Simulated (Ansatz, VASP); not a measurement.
## One calculation of CO2, two programs

```xyz
12
Lattice="5.5685 0.0000 0.0000 0.0000 5.5685 0.0000 0.0000 0.0000 5.5685" Properties=species:S:1:pos:R:3 pbc="T T T"
C     0.0000    0.0000    0.0000
C     2.7843    0.0000    2.7843
C     2.7843    2.7843    0.0000
C     0.0000    2.7843    2.7843
O     0.6698    0.6698    0.6698
O     2.1144    4.8987    3.4541
O     3.4541    2.1144    4.8987
O     4.8987    3.4541    2.1144
O     4.8987    4.8987    4.8987
O     3.4541    0.6698    2.1144
O     2.1144    3.4541    0.6698
O     0.6698    2.1144    3.4541
```

Alike in both runs: functional r2SCAN; k mesh 4 × 4 × 4; occupations gaussian, width 0.02 eV; no spin polarisation.

Ansatz relaxed the structure, and its values are those at the end. VASP's run is a single point on that final structure, the one shown.

|  | VASP | Ansatz |
| --- | --- | --- |
| version | VASP 6.6.1 | Ansatz 0.2.0 |
| potentials or method | VASP PAW PBE potentials, release 64 (C, O), cutoff 660 eV | scalar-relativistic, plane waves, PAW |
| valence electrons in the cell | 64 | 64 |

Ansatz gave:

```
gap on the k mesh at the Fermi level (eV) : 7.52
least direct gap on the mesh (eV)         : 7.52
pressure (GPa)                            : 0.0
rms of the force components (eV/Å)        : 0.003
```

Question: Estimate VASP's values.

Answer: gap on the k mesh at the Fermi level (eV): 7.51; least direct gap on the mesh (eV): 7.51; pressure (GPa): 1.6; rms of the force components (eV/Å): 0.349.

VASP's potentials were made for PBE, not for r2SCAN. One of these differences is far larger than is usual between the two programs; its cause wasn't traced.

Noted on VASP's run: the standard files for N, O and F lose accuracy on very short bonds.
